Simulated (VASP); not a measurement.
# ZrOs (Pm-3m) in VASP: further runs

The runs below take ZrOs through electric field gradients, with LDA.

Program: VASP 6.6.1. These are calculated values, not measurements. Logs are shortened: lines on timing, memory, paths and dates and some standing lists are left out, and cuts for length are marked.

## (1) The cell of the first run

Symmetry: Pm-3m, No. 221, cubic system. Conventional cell: a = 3.196 Å, b = 3.196 Å, c = 3.196 Å, α = 90.00°, β = 90.00°, γ = 90.00°. Within 3.6 Å of Zr (site symmetry m-3m) lie 8 Os at 2.77 Å and 6 Zr at 3.20 Å. Os (site symmetry m-3m) has 8 Zr at 2.77 Å and 6 Os at 3.20 Å within 3.6 Å.

## (2) Electric field gradients, LDA (16.33 Å³/atom)

Contents of INCAR:

```
SYSTEM = ZrOs
PREC = Accurate
ENCUT = 520
EDIFF = 1E-8
ISMEAR = -1
SIGMA = 0.03
LREAL = .FALSE.
LASPH = .TRUE.
NELM = 60
ALGO = Normal
ISIF = 2
LWAVE = .FALSE.
LCHARG = .FALSE.
LEFG = .TRUE.
NBANDS = 17
```

Contents of KPOINTS:

```
Automatic mesh
0
G
  13 13 13
  0 0 0
```

Contents of POSCAR:

```
ZrOs
1.0
    3.1963894727      0.0000000000      0.0000000000
    0.0000000000      3.1963894727      0.0000000000
    0.0000000000      0.0000000000      3.1963894727
Zr Os
1 1
Direct
    0.5000000000      0.5000000000      0.5000000000
    0.0000000000      0.0000000000      0.0000000000
```

Potentials or basis: VASP PAW LDA potentials, release 64 (Zr_sv, Os).

Launch:

```console
cat potpaw_LDA.64/Zr_sv/POTCAR potpaw_LDA.64/Os/POTCAR > POTCAR
mpirun -np 1 vasp_std > vasp.out
```

OUTCAR:

```text
SYSTEM = ZrOs
   PREC = Accurate
   ENCUT = 520
   EDIFF = 1E-8
   ISMEAR = -1
   LREAL = .FALSE.
   LASPH = .TRUE.
   NELM = 60
   ISIF = 2

 ion  position               nearest neighbor table
   1  0.500  0.500  0.500-   2 2.77   2 2.77   2 2.77   2 2.77   2 2.77   2 2.77   2 2.77   2 2.77

   2  0.000  0.000  0.000-   1 2.77   1 2.77   1 2.77   1 2.77   1 2.77   1 2.77   1 2.77   1 2.77

  LATTYP: Found a simple cubic cell.
 ALAT       =     3.1963894727

  Lattice vectors:

 A1 = (   3.1963894727,   0.0000000000,   0.0000000000)
 A2 = (   0.0000000000,   3.1963894727,   0.0000000000)
 A3 = (   0.0000000000,   0.0000000000,   3.1963894727)

Analysis of symmetry for initial positions (statically):
=====================================================================
 Subroutine PRICEL returns:
 Original cell was already a primitive cell.

 Routine SETGRP: Setting up the symmetry group for a
 simple cubic supercell.

 Subroutine GETGRP returns: Found 48 space group operations
 (whereof 48 operations were pure point group operations)
 out of a pool of 48 trial point group operations.

The static configuration has the point symmetry O_h .

Analysis of symmetry for dynamics (positions and initial velocities):
=====================================================================
 Subroutine PRICEL returns:
 Original cell was already a primitive cell.

 Routine SETGRP: Setting up the symmetry group for a
 simple cubic supercell.

 Subroutine GETGRP returns: Found 48 space group operations
 (whereof 48 operations were pure point group operations)
 out of a pool of 48 trial point group operations.

The dynamic configuration has the point symmetry O_h .

 Subroutine INISYM returns: Found 48 space group operations
 (whereof 48 operations are pure point group operations),
 and found     1 'primitive' translations

----------------------------------------------------------------------------------------

                                     Primitive cell

  volume of cell :      32.6572

  direct lattice vectors                    reciprocal lattice vectors
[... 122 lines left out ...]
 NGX is ok and might be reduce to    24
   NGX = 11   NGY = 11   NGZ = 11

 number of electron      20.0000000 magnetization

 Free energy of the ion-electron system (eV)
  ---------------------------------------------------
  ext. energy  EPLUGINS =         0.00000000
  ---------------------------------------------------
  free energy    TOTEN  =       -23.04741293 eV

  energy without entropy =      -23.04519673  energy(sigma->0) =      -23.04630483

 E-fermi :  10.5880     XC(G=0): -13.1539

 val. band max:       10.5135145687   @ k =   0.4615   0.1538   0.0000
 cond. band min:      10.5962874568   @ k =   0.4615   0.3846   0.0769
 fundamental gap:      0.0827728881
 Fermi energy:        10.5880037187

 k-point     1 :       0.0000    0.0000    0.0000
  band No.  band energies     occupation
      1     -37.8257      2.00000
      2     -15.8206      2.00000
      3     -15.8206      2.00000
      4     -15.8206      2.00000
      5       2.3450      2.00000
      6       4.8630      2.00000
[... 457 lines left out ...]
      4     -15.7572      2.00000
      5       4.8134      2.00000
      6       5.7957      2.00000
[... 9 lines left out ...]
     16      16.7981      0.00000
     17      21.8592      0.00000

 [... further k-points ...]

------------------------ aborting loop because EDIFF is reached ----------------------------------------

  FORCE on cell =-STRESS in cart. coord.  units (eV):
  Direction    XX          YY          ZZ          XY          YZ          ZX
  --------------------------------------------------------------------------------------
  -------------------------------------------------------------------------------------
  Total        1.5166273      1.5166273      1.5166273      0.0000000      0.0000000      0.0000000
  in kB       74.4064131     74.4064131     74.4064131      0.0000000      0.0000000      0.0000000
  external PRESSURE =      74.4064131 kB  Pullay stress =       0.0000000 kB

 VOLUME and BASIS-vectors are now :
 -----------------------------------------------------------------------------
  energy-cutoff  :      520.00
  volume of cell :       32.66
      direct lattice vectors                 reciprocal lattice vectors
     3.196389473  0.000000000  0.000000000     0.312852989  0.000000000  0.000000000
     0.000000000  3.196389473  0.000000000     0.000000000  0.312852989  0.000000000
     0.000000000  0.000000000  3.196389473     0.000000000  0.000000000  0.312852989

 POSITION                                       TOTAL-FORCE (eV/Angst)
 -----------------------------------------------------------------------------------
      1.59819      1.59819      1.59819         0.000000      0.000000      0.000000
      0.00000      0.00000      0.00000         0.000000      0.000000      0.000000
 -----------------------------------------------------------------------------------
    total drift:                                0.000000     -0.000000     -0.000000

  FREE ENERGIE OF THE ION-ELECTRON SYSTEM (eV)
  ---------------------------------------------------
  free  energy   TOTEN  =       -23.0474129285 eV

  energy  without entropy=      -23.0451967308  energy(sigma->0) =      -23.04630483

 Electric field gradients (V/A^2)
---------------------------------------------------------------------
 ion       V_xx      V_yy      V_zz      V_xy      V_xz      V_yz
---------------------------------------------------------------------
   1       0.000    -0.000    -0.000    -0.000    -0.000    -0.000
   2       0.000    -0.000     0.000     0.000    -0.000    -0.000
---------------------------------------------------------------------

 Electric field gradients after diagonalization (V/A^2)
 (convention: |V_zz| > |V_xx| > |V_yy|)
----------------------------------------------------------------------
 ion       V_xx      V_yy      V_zz     asymmetry (V_yy - V_xx)/ V_zz
----------------------------------------------------------------------
   1      -0.000     0.000    -0.000      -1.103
   2      -0.000     0.000     0.000       0.464
----------------------------------------------------------------------

           NMR quadrupolar parameters

 Cq : quadrupolar parameter    Cq=e*Q*V_zz/h
 eta: asymmetry parameters     (V_yy - V_xx)/ V_zz
 Q  : nuclear electric quadrupole moment in mb (millibarn)
----------------------------------------------------------------------
 ion       Cq(MHz)       eta       Q (mb)
----------------------------------------------------------------------
   1      -0.000      -1.103       1.000
   2       0.000       0.464       1.000
----------------------------------------------------------------------
```

OSZICAR:

```text
N       E                     dE             d eps       ncg     rms          rms(c)
DAV:   1     0.146144066395E+03    0.14614E+03   -0.10752E+04  3008   0.116E+03
DAV:   2    -0.151518471464E+02   -0.16130E+03   -0.15369E+03  3256   0.348E+02
DAV:   3    -0.237560840360E+02   -0.86042E+01   -0.84646E+01  4583   0.664E+01
DAV:   4    -0.240172920074E+02   -0.26121E+00   -0.26068E+00  3417   0.803E+00
DAV:   5    -0.240247420850E+02   -0.74501E-02   -0.74483E-02  4079   0.116E+00    0.250E+01
DAV:   6    -0.232617116356E+02    0.76303E+00   -0.10124E+00  3075   0.751E+00    0.107E+01
DAV:   7    -0.230790620767E+02    0.18265E+00   -0.62081E-01  3690   0.574E+00    0.278E+00
DAV:   8    -0.230488363630E+02    0.30226E-01   -0.13670E-01  3771   0.259E+00    0.848E-01
DAV:   9    -0.230473876684E+02    0.14487E-02   -0.12587E-02  3308   0.103E+00    0.509E-02
DAV:  10    -0.230474104098E+02   -0.22741E-04   -0.27623E-04  3758   0.141E-01    0.393E-02
DAV:  11    -0.230474129878E+02   -0.25781E-05   -0.24464E-05  4050   0.348E-02    0.572E-03
DAV:  12    -0.230474129954E+02   -0.75597E-08   -0.78885E-07  3459   0.651E-03    0.289E-03
DAV:  13    -0.230474129306E+02    0.64812E-07   -0.12039E-07  4236   0.260E-03    0.159E-03
DAV:  14    -0.230474129285E+02    0.20852E-08   -0.10933E-08  2052   0.102E-03
   1 F= -.23047413E+02 E0= -.23046305E+02  d E =-.221620E-02
```

Wall time 13 s (1 thread of Intel Xeon 6975P-C (Granite Rapids), shared host); peak memory 0.16 GiB.

Results:

```
Free energy                             : -23.0474 eV
Pressure                                : 7.4 GPa
Band gap on the k mesh                  : zero (bands 10 and 11 overlap by 1.19 eV)
Largest electric field gradient by atom : zero within the noise of the run
```

Levels at points of the mesh, in eV from the Fermi level:
```
           k point  band 7  band 8  band 9  band 10  band 11  band 12  band 13  band 14
(0.00, 0.00, 0.00)   -5.73   -1.80   -1.80    -1.80     2.16     2.16     5.52     5.52
```

Caveat: the cell stands under pressure; spin-orbit coupling is left out, which moves the levels of the heavy elements.

## (3) Electric field gradients, LDA (16.33 Å³/atom)

Contents of INCAR:

```
ALGO     = Normal         # electronic algorithm
EDIFF    = 1E-8           # SCF threshold, eV
ENCUT    = 520            # plane-wave cutoff, eV
GGA      = CA             # functional
ISIF     = 2              # what is computed and relaxed
ISMEAR   = -1             # smearing method
LASPH    = T              # aspherical terms in the spheres
LCHARG   = F              # write CHGCAR
LEFG     = T            
LREAL    = F              # projectors in reciprocal space
LWAVE    = F              # write WAVECAR
NBANDS   = 17             # bands
NELM     = 60             # most SCF steps
PREC     = Accurate       # precision mode
SIGMA    = 0.03           # smearing width, eV
```

Contents of KPOINTS:

```
k-points
0
Gamma
  13 13 13
```

POSCAR is that of step 2.

Potentials or basis: VASP PAW LDA potentials, release 64 (Zr_sv, Os).

Launch:

```console
cat potpaw_LDA.64/Zr_sv/POTCAR potpaw_LDA.64/Os/POTCAR > POTCAR
mpirun -np 1 vasp_std > vasp.out
```

OUTCAR:

```text
EDIFF = 1E-8
   ENCUT = 520
   GGA = CA
   ISIF = 2
   ISMEAR = -1
   LASPH = T
   LREAL = F
   NELM = 60
   PREC = Accurate

 ion  position               nearest neighbor table
   1  0.500  0.500  0.500-   2 2.77   2 2.77   2 2.77   2 2.77   2 2.77   2 2.77   2 2.77   2 2.77

   2  0.000  0.000  0.000-   1 2.77   1 2.77   1 2.77   1 2.77   1 2.77   1 2.77   1 2.77   1 2.77

  LATTYP: Found a simple cubic cell.
 ALAT       =     3.1963894727

  Lattice vectors:

 A1 = (   3.1963894727,   0.0000000000,   0.0000000000)
 A2 = (   0.0000000000,   3.1963894727,   0.0000000000)
 A3 = (   0.0000000000,   0.0000000000,   3.1963894727)

Analysis of symmetry for initial positions (statically):
=====================================================================
 Subroutine PRICEL returns:
 Original cell was already a primitive cell.

 Routine SETGRP: Setting up the symmetry group for a
 simple cubic supercell.

 Subroutine GETGRP returns: Found 48 space group operations
 (whereof 48 operations were pure point group operations)
[... 668 lines left out ...]
     3.196389473  0.000000000  0.000000000     0.312852989  0.000000000  0.000000000
     0.000000000  3.196389473  0.000000000     0.000000000  0.312852989  0.000000000
     0.000000000  0.000000000  3.196389473     0.000000000  0.000000000  0.312852989

 POSITION                                       TOTAL-FORCE (eV/Angst)
 -----------------------------------------------------------------------------------
      1.59819      1.59819      1.59819         0.000000      0.000000      0.000000
      0.00000      0.00000      0.00000         0.000000      0.000000      0.000000
 -----------------------------------------------------------------------------------
    total drift:                                0.000000     -0.000000     -0.000000

  FREE ENERGIE OF THE ION-ELECTRON SYSTEM (eV)
  ---------------------------------------------------
  free  energy   TOTEN  =       -23.0474129285 eV

  energy  without entropy=      -23.0451967308  energy(sigma->0) =      -23.04630483

 Electric field gradients (V/A^2)
---------------------------------------------------------------------
 ion       V_xx      V_yy      V_zz      V_xy      V_xz      V_yz
---------------------------------------------------------------------
   1       0.000    -0.000    -0.000    -0.000    -0.000    -0.000
   2       0.000    -0.000     0.000     0.000    -0.000    -0.000
---------------------------------------------------------------------

 Electric field gradients after diagonalization (V/A^2)
 (convention: |V_zz| > |V_xx| > |V_yy|)
----------------------------------------------------------------------
 ion       V_xx      V_yy      V_zz     asymmetry (V_yy - V_xx)/ V_zz
----------------------------------------------------------------------
   1      -0.000     0.000    -0.000      -1.103
   2      -0.000     0.000     0.000       0.464
----------------------------------------------------------------------

           NMR quadrupolar parameters

 Cq : quadrupolar parameter    Cq=e*Q*V_zz/h
 eta: asymmetry parameters     (V_yy - V_xx)/ V_zz
 Q  : nuclear electric quadrupole moment in mb (millibarn)
----------------------------------------------------------------------
 ion       Cq(MHz)       eta       Q (mb)
----------------------------------------------------------------------
   1      -0.000      -1.103       1.000
   2       0.000       0.464       1.000
----------------------------------------------------------------------
```

stdout:

```text
POSCAR found type information on POSCAR ZrOs
 POSCAR found :  2 types and       2 ions
 scaLAPACK will be used
 LDA part: xc-table for (Slater(with rela. corr.)+CA(PZ))
 , standard interpolation
 POSCAR, INCAR and KPOINTS ok, starting setup
 FFT: planning ... GRIDC
 FFT: planning ... GRID_SOFT
 FFT: planning ... GRID
 WAVECAR not read
 entering main loop
ion   1

ion   2
```

It took 12 s on 1 thread of Intel Xeon 6975P-C (Granite Rapids), shared host; peak memory 0.16 GiB.

Results:

```yaml
Free_energy: -23.0474 eV
Pressure: 7.4 GPa
Band_gap_on_the_k_mesh: zero (bands 10 and 11 overlap by 1.19 eV)
Largest_electric_field_gradient_by_atom: zero within the noise of the run
```

Caveat: the cell stands under pressure; spin-orbit coupling is left out, which moves the levels of the heavy elements.

(Continued in part 2 of 2.)
